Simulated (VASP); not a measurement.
# Ge (I4_1/amd) in VASP: notebook

Ge is run at these levels: LDA; tasks: single point.

Everything below comes from runs of VASP 6.6.1. Logs are shortened: lines on timing, memory, paths and dates and some standing lists are left out, and cuts for length are marked.

## 1. The cell of the first run

Symmetry: I4_1/amd, No. 141, tetragonal system. The conventional cell has a = 5.044 Å, b = 5.044 Å, c = 2.738 Å, α = 90.00°, β = 90.00°, γ = 90.00°. Ge (site symmetry -4m2) has 10 Ge at 2.61 to 3.25 Å within 3.4 Å.

## 2. Single point, LDA (volume scaled by 0.94)

File INCAR:

```
SYSTEM = Ge
  PREC = Accurate
  ENCUT = 520
  EDIFF = 1E-6
  ISMEAR = -1
  SIGMA = 0.05
  LREAL = .FALSE.
  LASPH = .TRUE.
  NELM = 60
  ALGO = Normal
  ISIF = 2
  LWAVE = .FALSE.
  LCHARG = .TRUE.
  GGA = CA
  LELF = .TRUE.
  LVHAR = .TRUE.
  NBANDS = 21
```

File KPOINTS:

```
Automatic mesh
0
G
  11 11 11
  0 0 0
```

File POSCAR:

```
Ge
1.0
   -2.5219343658      2.5219343658      1.3688860134
    2.5219343658     -2.5219343658      1.3688860134
    2.5219343658      2.5219343658     -1.3688860134
Ge
2
Direct
    0.5000000000      0.5000000000      0.0000000000
    0.2500000000      0.7500000000      0.5000000000
```

Potentials or basis: VASP PAW LDA potentials, release 64 (Ge_d).

Command:

```
> cat potpaw_LDA.64/Ge_d/POTCAR > POTCAR
> mpirun -np 1 vasp_std > vasp.out
```

OUTCAR:

```text
SYSTEM = Ge
   PREC = Accurate
   ENCUT = 520
   EDIFF = 1E-6
   ISMEAR = -1
   LREAL = .FALSE.
   LASPH = .TRUE.
   NELM = 60
   ISIF = 2
   GGA = CA

 ion  position               nearest neighbor table
   1  0.500  0.500  0.000-   2 2.61   2 2.61   2 2.61   2 2.61
   2  0.250  0.750  0.500-   1 2.61   1 2.61   1 2.61   1 2.61

  LATTYP: Found a body centered tetragonal cell.
 ALAT       =     5.0438687316
 C/A-ratio  =     0.5427920853

  Lattice vectors:

 A1 = (  -2.5219343658,   2.5219343658,   1.3688860134)
 A2 = (   2.5219343658,  -2.5219343658,   1.3688860134)
 A3 = (   2.5219343658,   2.5219343658,  -1.3688860134)

Analysis of symmetry for initial positions (statically):
=====================================================================
 Subroutine PRICEL returns:
 Original cell was already a primitive cell.

 Routine SETGRP: Setting up the symmetry group for a
 body centered tetragonal supercell.

 Subroutine GETGRP returns: Found 16 space group operations
 (whereof  8 operations were pure point group operations)
 out of a pool of 16 trial point group operations.

The static configuration has the point symmetry D_2d.
 The point group associated with its full space group is D_4h.

Analysis of symmetry for dynamics (positions and initial velocities):
=====================================================================
 Subroutine PRICEL returns:
 Original cell was already a primitive cell.

 Routine SETGRP: Setting up the symmetry group for a
 body centered tetragonal supercell.

 Subroutine GETGRP returns: Found 16 space group operations
 (whereof  8 operations were pure point group operations)
 out of a pool of 16 trial point group operations.

The dynamic configuration has the point symmetry D_2d.
 The point group associated with its full space group is D_4h.

 Subroutine INISYM returns: Found 16 space group operations
 (whereof  8 operations are pure point group operations),
 and found     1 'primitive' translations

----------------------------------------------------------------------------------------

                                     Primitive cell

  volume of cell :      34.8253

  direct lattice vectors                    reciprocal lattice vectors
    -2.521934366  2.521934366  1.368886013     0.000000000  0.198260513  0.365260508
     2.521934366 -2.521934366  1.368886013     0.198260513  0.000000000  0.365260508
     2.521934366  2.521934366 -1.368886013     0.198260513  0.198260513  0.000000000

  length of vectors
     3.820229680  3.820229680  3.820229680     0.415598928  0.415598928  0.280382706

  position of ions in fractional coordinates (direct lattice)
     0.500000000  0.500000000  0.000000000
     0.250000000  0.750000000  0.500000000

  ion indices of the primitive-cell ions
   primitive index   ion index
                 1           1
                 2           2

----------------------------------------------------------------------------------------

 KPOINTS: Automatic mesh

Automatic generation of k-mesh.
 Grid dimensions read from file:
 generate k-points for:   11   11   11

 Generating k-lattice:

  Cartesian coordinates                     Fractional coordinates (reciprocal lattice)
     0.000000000  0.018023683  0.033205501     0.090909091  0.000000000  0.000000000
     0.018023683  0.000000000  0.033205501     0.000000000  0.090909091  0.000000000
     0.018023683  0.018023683  0.000000000     0.000000000  0.000000000  0.090909091

  Length of vectors
     0.037781721  0.037781721  0.025489337

  Shift w.r.t. Gamma in fractional coordinates (k-lattice)
     0.000000000  0.000000000  0.000000000

 Subroutine IBZKPT returns following result:
 ===========================================

 Found    126 irreducible k-points:

 Following reciprocal coordinates:
            Coordinates               Weight
  0.000000  0.000000  0.000000      1.000000
  0.090909 -0.000000  0.000000      8.000000
  0.181818  0.000000 -0.000000      8.000000
  0.272727  0.000000 -0.000000      8.000000
  0.363636  0.000000 -0.000000      8.000000
  0.454545 -0.000000  0.000000      8.000000
[... 16 lines left out ...]
 -0.272727  0.181818  0.000000     16.000000
 -0.181818  0.181818  0.000000      4.000000
 [... further k-points ...]
   k-points           NKPTS =    126   k-points in BZ     NKDIM =    126   number of bands    NBANDS=     21
   number of dos      NEDOS =    301   number of ions     NIONS =      2
   total plane-waves  NPLWV =  21952
   dimension x,y,z NGX =    28 NGY =   28 NGZ =   28
   dimension x,y,z NGXF=    56 NGYF=   56 NGZF=   56
   ions per type =               2
   NGX,Y,Z   is equivalent  to a cutoff of  12.18, 12.18, 12.18 a.u.
   NGXF,Y,Z  is equivalent  to a cutoff of  24.37, 24.37, 24.37 a.u.
 SYSTEM =  Ge
   PREC   = accura    normal or accurate (medium, high low for compatibility)
   ISTART =      0    job   : 0-new  1-cont  2-samecut
   ICHARG =      2    charge: 1-file 2-atom 10-const
   ISPIN  =      1    spin polarized calculation?
   LNONCOLLINEAR =      F non collinear calculations
   LSORBIT =      F    spin-orbit coupling
   LASPH  =      T    aspherical Exc in radial PAW
   ENCUT  =  520.0 eV  38.22 Ry    6.18 a.u.   7.10  7.10  7.10*2*pi/ulx,y,z
   NELM   =     60;   NELMIN=  2; NELMDL= -5     # of ELM steps
   EDIFF  = 0.1E-05   stopping-criterion for ELM
   LREAL  =      F    real-space projection
   EDIFFG = 0.1E-04   stopping-criterion for IOM
   NSW    =      0    number of steps for IOM
   IBRION =     -1    ionic relax: 0-MD 1-quasi-New 2-CG
   NFREE  =      0    steps in history (QN), initial steepest desc. (CG)
   ISIF   =      2    stress and relaxation
   ISYM   =      2    0-nonsym 1-usesym 2-fastsym
   POTIM  = 0.5000    time-step for ionic-motion
   TEBEG  =    0.0;   TEEND  =   0.0 temperature during run
   PSTRESS=    0.0 pullay stress
   NELECT =      28.0000    total number of electrons
   NUPDOWN=      -1.0000    fix difference up-down
   EMIN   =  10.00;   EMAX   =-10.00  energy-range for DOS
   EFERMI =   0.00;   METHOD = LEGACY
   ISMEAR =    -1;   SIGMA  =   0.05  broadening in eV -4-tet -1-fermi 0-gaus
   EFERMI_NEDOS =   21; number of points for ismear=-14 and -15
   IALGO  =     38    algorithm
   IMIX   =      4    mixing-type and parameters
     AMIX     =   0.40;   BMIX     =  1.00
     AMIX_MAG =   1.60;   BMIX_MAG =  1.00
  volume/ion in A,a.u.               =      17.41       117.51
  Fermi-wavevector in a.u.,A,eV,Ry     =   1.522285  2.876701 31.529472  2.317351
  Thomas-Fermi vector in A             =   2.630885
   LORBIT       =      0    0 simple, 1 ext, 2 COOP (PROOUT), +10 PAW based schemes
   GGA     = CA    functional components
   LHFCALC =     F    Hartree Fock is set to
   AEXX    =    0.0000 exact exchange contribution
   IVDW    =     0    specifies the selected vdW correction
   LEPSILON=     F    determine dielectric tensor
   LRPA    =     F    only Hartree local field effects (RPA)
 non-spin polarized calculation
  energy-cutoff  :      520.00
  volume of cell :       34.83
 maximum number of plane-waves:       953
   NGX = 15   NGY = 15   NGZ = 15

 number of electron      27.9999990 magnetization

 Free energy of the ion-electron system (eV)
  ---------------------------------------------------
  ext. energy  EPLUGINS =         0.00000000
  ---------------------------------------------------
  free energy    TOTEN  =       -10.02272447 eV

  energy without entropy =      -10.01503512  energy(sigma->0) =      -10.01887980

 E-fermi :   7.2700     XC(G=0): -11.9251

 val. band max:        7.2629964825   @ k =  -0.1818  -0.4545   0.0909
 cond. band min:       7.2738796577   @ k =  -0.1818  -0.1818   0.0909
 fundamental gap:      0.0108831752
 Fermi energy:         7.2700322107

 k-point     1 :       0.0000    0.0000    0.0000
  band No.  band energies     occupation
      1     -17.6740      2.00000
      2     -17.6195      2.00000
      3     -17.5870      2.00000
      4     -17.5832      2.00000
      5     -17.4551      2.00000
      6     -17.4551      2.00000
[... 13 lines left out ...]
     20      19.1841      0.00000
     21      20.1889      0.00000

 k-point     2 :       0.0909   -0.0000    0.0000
  band No.  band energies     occupation
      1     -17.6702      2.00000
      2     -17.6065      2.00000
      3     -17.5818      2.00000
      4     -17.5673      2.00000
      5     -17.4658      2.00000
      6     -17.4641      2.00000
[... 13 lines left out ...]
     20      19.0467      0.00000
     21      19.6483      0.00000

 k-point     3 :       0.1818    0.0000   -0.0000
  band No.  band energies     occupation
      1     -17.6585      2.00000
      2     -17.5746      2.00000
      3     -17.5679      2.00000
      4     -17.5325      2.00000
      5     -17.4873      2.00000
      6     -17.4714      2.00000
[... 13 lines left out ...]
     20      17.3511      0.00000
     21      18.2297      0.00000

 k-point     4 :       0.2727    0.0000   -0.0000
  band No.  band energies     occupation
      1     -17.6429      2.00000
      2     -17.5522      2.00000
      3     -17.5479      2.00000
      4     -17.5203      2.00000
      5     -17.5082      2.00000
      6     -17.4714      2.00000
[... 13 lines left out ...]
     20      16.0427      0.00000
     21      18.5769      0.00000

 k-point     5 :       0.3636    0.0000   -0.0000
  band No.  band energies     occupation
      1     -17.6297      2.00000
      2     -17.5529      2.00000
      3     -17.5448      2.00000
      4     -17.5346      2.00000
      5     -17.5087      2.00000
      6     -17.4856      2.00000
[... 13 lines left out ...]
     20      16.3034      0.00000
     21      19.7331      0.00000
[... 382 lines left out ...]
     20      18.0343      0.00000
     21      18.6311      0.00000

 k-point    22 :      -0.3636    0.1818    0.0000
  band No.  band energies     occupation
      1     -17.6270      2.00000
      2     -17.5833      2.00000
      3     -17.5608      2.00000
      4     -17.5369      2.00000
      5     -17.4908      2.00000
      6     -17.4652      2.00000
[... 13 lines left out ...]
     20      18.2512      0.00000
     21      19.5294      0.00000

 k-point    23 :      -0.2727    0.1818    0.0000
  band No.  band energies     occupation
      1     -17.6415      2.00000
      2     -17.6117      2.00000
      3     -17.5848      2.00000
      4     -17.5550      2.00000
      5     -17.4746      2.00000
      6     -17.4504      2.00000
[... 13 lines left out ...]
     20      20.0297      0.00000
     21      20.6971      0.00000

 k-point    24 :      -0.1818    0.1818    0.0000
  band No.  band energies     occupation
      1     -17.6535      2.00000
      2     -17.6230      2.00000
      3     -17.5942      2.00000
      4     -17.5681      2.00000
      5     -17.4648      2.00000
      6     -17.4457      2.00000
[... 13 lines left out ...]
     20      19.8726      0.00000
     21      20.3624      0.00000

 [... further k-points ...]
[... 5 lines left out ...]
  --------------------------------------------------------------------------------------
  -------------------------------------------------------------------------------------
  Total        0.5909318      0.5909318      0.5685282      0.0000000      0.0000000      0.0000000
  in kB       27.1864894     27.1864894     26.1557868      0.0000000      0.0000000      0.0000000
  external PRESSURE =      26.8429219 kB  Pullay stress =       0.0000000 kB

 VOLUME and BASIS-vectors are now :
 -----------------------------------------------------------------------------
  energy-cutoff  :      520.00
  volume of cell :       34.83
      direct lattice vectors                 reciprocal lattice vectors
    -2.521934366  2.521934366  1.368886013     0.000000000  0.198260513  0.365260508
     2.521934366 -2.521934366  1.368886013     0.198260513  0.000000000  0.365260508
     2.521934366  2.521934366 -1.368886013     0.198260513  0.198260513  0.000000000

 POSITION                                       TOTAL-FORCE (eV/Angst)
 -----------------------------------------------------------------------------------
      0.00000      0.00000      1.36889         0.000000      0.000000      0.000000
      2.52193      0.00000      0.68444        -0.000000     -0.000000     -0.000000
 -----------------------------------------------------------------------------------
    total drift:                                0.000000     -0.000000      0.000000

  FREE ENERGIE OF THE ION-ELECTRON SYSTEM (eV)
  ---------------------------------------------------
  free  energy   TOTEN  =       -10.0227244748 eV

  energy  without entropy=      -10.0150351205  energy(sigma->0) =      -10.01887980
```

It took 34 s on 1 thread of AMD EPYC 9R45 (Zen 5), shared host; peak memory 0.16 GiB.

What came out:

```
Free energy            : -10.0227 eV
Pressure               : 2.7 GPa
Band gap on the k mesh : zero (band 14 reaches 9.11 eV, above the bottom of band 15 at 4.04 eV)
```

Levels at points of the mesh, in eV from the Fermi level:
```csv
k point,band 12,band 13,band 14,band 15,band 16,band 17
"(0.00, 0.00, 0.00)",-3.99,-2.55,-2.55,3.19,7.90,7.90
```

(Part 1 of 2 ends here.)
